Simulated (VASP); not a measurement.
# CdS (I4/mmm) in VASP: single point with r2SCAN

Aim: the single point of CdS with r2SCAN.

Everything below comes from runs of VASP 6.6.1. Logs are shortened: lines on timing, memory, paths and dates and some standing lists are left out, and cuts for length are marked.

## Step 1: The cell of the first run

It takes space group I4/mmm (No. 139, tetragonal). The conventional cell has a = 3.856 Å, b = 3.856 Å, c = 5.581 Å, α = 90.00°, β = 90.00°, γ = 90.00°. Within 3.6 Å of Cd (site symmetry 4/mmm) lie 6 S at 2.73 to 2.79 Å. S (site symmetry 4/mmm) has 6 Cd at 2.73 to 2.79 Å within 3.6 Å.

## Step 2: Single point, r2SCAN (uniaxial x strain +2.3%)

File POSCAR:

```
CdS
1.0
    0.0000000000      2.7267765442      2.7267765442
    2.7905831153      0.0000000000      2.7267765442
    2.7905831153      2.7267765442      0.0000000000
Cd S
1 1
Direct
    0.0000000000      0.0000000000      0.0000000000
    0.5000000000      0.5000000000      0.5000000000
```

File INCAR.step1:

```
ALGO = Normal
EDIFF = 1E-4
ENCUT = 520
GGA = PE
ISMEAR = 0
LASPH = True
LCHARG = False
LREAL = False
LWAVE = True
NBANDS = 16
NELM = 100
PREC = Accurate
SIGMA = 0.01
```

File INCAR.step2:

```
ALGO = Normal
EDIFF = 1E-7
ENCUT = 520
ISIF = 2
ISMEAR = 0
ISTART = 1
LASPH = True
LCHARG = False
LMIXTAU = True
LREAL = False
LWAVE = False
METAGGA = R2SCAN
NBANDS = 16
NELM = 100
PREC = Accurate
SIGMA = 0.01
```

File KPOINTS:

```
k-points
0
Gamma
  8 8 8
```

Potentials or basis: VASP PAW PBE potentials, release 64 (Cd, S).

Launch:

```bash
$ cat potpaw_PBE.64/Cd/POTCAR potpaw_PBE.64/S/POTCAR > POTCAR
$ cp INCAR.step1 INCAR
$ mpirun -np 1 vasp_std > vasp.out
$ cp INCAR.step2 INCAR
$ mpirun -np 1 vasp_std > vasp.out
```

OUTCAR:

```text
EDIFF = 1E-7
   ENCUT = 520
   ISIF = 2
   ISMEAR = 0
   ISTART = 1
   LASPH = True
   LREAL = False
   METAGGA = R2SCAN
   NELM = 100
   PREC = Accurate

 ion  position               nearest neighbor table
   1  0.000  0.000  0.000-   2 2.73   2 2.73   2 2.73   2 2.73   2 2.79   2 2.79
   2  0.500  0.500  0.500-   1 2.73   1 2.73   1 2.73   1 2.73   1 2.79   1 2.79

  LATTYP: Found a body centered tetragonal cell.
 ALAT       =     3.8562443704
 C/A-ratio  =     1.4473061597

  Lattice vectors:

 A1 = (   2.7905831153,   0.0000000000,   2.7267765442)
 A2 = (   2.7905831153,   0.0000000000,  -2.7267765442)
 A3 = (  -2.7905831153,   2.7267765442,   0.0000000000)

Analysis of symmetry for initial positions (statically):
=====================================================================
 Subroutine PRICEL returns:
 Original cell was already a primitive cell.

 Routine SETGRP: Setting up the symmetry group for a
 body centered tetragonal supercell.

 Subroutine GETGRP returns: Found 16 space group operations
 (whereof 16 operations were pure point group operations)
 out of a pool of 16 trial point group operations.

The static configuration has the point symmetry D_4h.

Analysis of symmetry for dynamics (positions and initial velocities):
=====================================================================
 Subroutine PRICEL returns:
 Original cell was already a primitive cell.

 Routine SETGRP: Setting up the symmetry group for a
 body centered tetragonal supercell.

 Subroutine GETGRP returns: Found 16 space group operations
 (whereof 16 operations were pure point group operations)
 out of a pool of 16 trial point group operations.

The dynamic configuration has the point symmetry D_4h.

 Subroutine INISYM returns: Found 16 space group operations
 (whereof 16 operations are pure point group operations),
 and found     1 'primitive' translations

----------------------------------------------------------------------------------------

                                     Primitive cell

  volume of cell :      41.4977

  direct lattice vectors                    reciprocal lattice vectors
     0.000000000  2.726776544  2.726776544    -0.179174022  0.183366694  0.183366694
     2.790583115  0.000000000  2.726776544     0.179174022 -0.183366694  0.183366694
     2.790583115  2.726776544  0.000000000     0.179174022  0.183366694 -0.183366694

[... 82 lines left out ...]
   NELM   =    100;   NELMIN=  2; NELMDL=  0     # of ELM steps
   EDIFF  = 0.1E-06   stopping-criterion for ELM
   LREAL  =      F    real-space projection
   EDIFFG = 0.1E-05   stopping-criterion for IOM
   NSW    =      0    number of steps for IOM
   IBRION =     -1    ionic relax: 0-MD 1-quasi-New 2-CG
   NFREE  =      0    steps in history (QN), initial steepest desc. (CG)
   ISIF   =      2    stress and relaxation
   ISYM   =      2    0-nonsym 1-usesym 2-fastsym
   POTIM  = 0.5000    time-step for ionic-motion
   TEBEG  =    0.0;   TEEND  =   0.0 temperature during run
   PSTRESS=    0.0 pullay stress
   NELECT =      18.0000    total number of electrons
   NUPDOWN=      -1.0000    fix difference up-down
   EMIN   =  10.00;   EMAX   =-10.00  energy-range for DOS
   EFERMI =   0.00;   METHOD = LEGACY
   ISMEAR =     0;   SIGMA  =   0.01  broadening in eV -4-tet -1-fermi 0-gaus
   EFERMI_NEDOS =   21; number of points for ismear=-14 and -15
   IALGO  =     38    algorithm
   IMIX   =      4    mixing-type and parameters
     AMIX     =   0.40;   BMIX     =  1.00
     AMIX_MAG =   1.60;   BMIX_MAG =  1.00
  volume/ion in A,a.u.               =      20.75       140.02
  Fermi-wavevector in a.u.,A,eV,Ry     =   1.239246  2.341836 20.894896  1.535732
  Thomas-Fermi vector in A             =   2.373738
   LORBIT       =      0    0 simple, 1 ext, 2 COOP (PROOUT), +10 PAW based schemes
   METAGGA = R2SCAN    functional components
   LHFCALC =     F    Hartree Fock is set to
   AEXX    =    0.0000 exact exchange contribution
   IVDW    =     0    specifies the selected vdW correction
   LEPSILON=     F    determine dielectric tensor
   LRPA    =     F    only Hartree local field effects (RPA)
 non-spin polarized calculation
 Gauss-broadening in eV      SIGMA  =   0.01
  energy-cutoff  :      520.00
  volume of cell :       41.50
 maximum number of plane-waves:      1134
 NGX is ok and might be reduce to    30
   NGX = 15   NGY = 15   NGZ = 15

 number of electron      18.0000004 magnetization

 Free energy of the ion-electron system (eV)
  ---------------------------------------------------
  ext. energy  EPLUGINS =         0.00000000
  ---------------------------------------------------
  free energy    TOTEN  =       -29.51844531 eV

  energy without entropy =      -29.51844531  energy(sigma->0) =      -29.51844531

 E-fermi :   2.6845     XC(G=0): -10.8807

 val. band max:        2.5827568225   @ k =   0.5000   0.0000   0.0000
 cond. band min:       3.2216166804   @ k =   0.5000   0.5000   0.0000
 fundamental gap:      0.6388598579
 Fermi energy:         2.6845331525

 k-point     1 :       0.0000    0.0000    0.0000
  band No.  band energies     occupation
      1     -10.6566      2.00000
      2      -5.3108      2.00000
      3      -5.2940      2.00000
      4      -5.2908      2.00000
      5      -5.2846      2.00000
      6      -5.2846      2.00000
[... 433 lines left out ...]
      3      -5.4899      2.00000
      4      -5.3502      2.00000
      5      -5.1881      2.00000
      6      -5.1262      2.00000
[... 8 lines left out ...]
     15      15.1431      0.00000
     16      16.0108      0.00000

 [... further k-points ...]

------------------------ aborting loop because EDIFF is reached ----------------------------------------

  FORCE on cell =-STRESS in cart. coord.  units (eV):
  Direction    XX          YY          ZZ          XY          YZ          ZX
  --------------------------------------------------------------------------------------
  -------------------------------------------------------------------------------------
  Total       -0.6201691     -0.1955587     -0.1955587      0.0000000      0.0000000     -0.0000000
  in kB      -23.9439953     -7.5502908     -7.5502908      0.0000000      0.0000000     -0.0000000
  external PRESSURE =     -13.0148590 kB  Pullay stress =       0.0000000 kB

 VOLUME and BASIS-vectors are now :
 -----------------------------------------------------------------------------
  energy-cutoff  :      520.00
  volume of cell :       41.50
      direct lattice vectors                 reciprocal lattice vectors
     0.000000000  2.726776544  2.726776544    -0.179174022  0.183366694  0.183366694
     2.790583115  0.000000000  2.726776544     0.179174022 -0.183366694  0.183366694
     2.790583115  2.726776544  0.000000000     0.179174022  0.183366694 -0.183366694

 POSITION                                       TOTAL-FORCE (eV/Angst)
 -----------------------------------------------------------------------------------
      0.00000      0.00000      0.00000         0.000000     -0.000000      0.000000
      2.79058      2.72678      2.72678         0.000000      0.000000     -0.000000
 -----------------------------------------------------------------------------------
    total drift:                               -0.000000      0.000000      0.000000

  FREE ENERGIE OF THE ION-ELECTRON SYSTEM (eV)
  ---------------------------------------------------
  free  energy   TOTEN  =       -29.5184453135 eV

  energy  without entropy=      -29.5184453135  energy(sigma->0) =      -29.51844531
```

OUTCAR.step1:

```text
EDIFF = 1E-4
   ENCUT = 520
   GGA = PE
   ISMEAR = 0
   LASPH = True
[... 678 lines left out ...]
 -----------------------------------------------------------------------------------
      0.00000      0.00000      0.00000        -0.000000     -0.000000      0.000000
      2.79058      2.72678      2.72678         0.000000      0.000000     -0.000000
 -----------------------------------------------------------------------------------
    total drift:                               -0.000000      0.000000      0.000000

  FREE ENERGIE OF THE ION-ELECTRON SYSTEM (eV)
  ---------------------------------------------------
  free  energy   TOTEN  =        -5.8730138628 eV

  energy  without entropy=       -5.8730138628  energy(sigma->0) =       -5.87301386
```

OSZICAR.step1:

```text
N       E                     dE             d eps       ncg     rms          rms(c)
DAV:   1     0.105912858506E+03    0.10591E+03   -0.94130E+03  2008   0.106E+03
DAV:   2    -0.268632463909E+01   -0.10860E+03   -0.10176E+03  2304   0.256E+02
DAV:   3    -0.643797495696E+01   -0.37517E+01   -0.37448E+01  2336   0.493E+01
DAV:   4    -0.645511216367E+01   -0.17137E-01   -0.17136E-01  2368   0.334E+00
DAV:   5    -0.645527511467E+01   -0.16295E-03   -0.16295E-03  2368   0.315E-01    0.727E+00
DAV:   6    -0.589902511378E+01    0.55625E+00   -0.87598E-01  2528   0.114E+01    0.614E+00
DAV:   7    -0.587411166631E+01    0.24913E-01   -0.16439E-01  2344   0.291E+00    0.321E+00
DAV:   8    -0.587313037364E+01    0.98129E-03   -0.17333E-02  2216   0.162E+00    0.285E-01
DAV:   9    -0.587296122544E+01    0.16915E-03   -0.13995E-03  2376   0.524E-01    0.600E-02
DAV:  10    -0.587301386280E+01   -0.52637E-04   -0.17754E-04  1872   0.134E-01
   1 F= -.58730139E+01 E0= -.58730139E+01  d E =-.701142E-26
```

Run time: 4.5 min. Hardware: 1 thread of Intel Xeon 8259CL, shared host; peak memory 0.2 GiB.

Results:

```
Free energy            : -29.5184 eV
Pressure               : -1.3 GPa
Band gap on the k mesh : 0.64 eV (least direct gap 2.11 eV)
```

Caveat: the cell differs from its parent crystal (uniaxial x strain +2.3%); the PAW data sets were made with another functional, which shifts forces and pressure a little. A k mesh can miss the band edges.
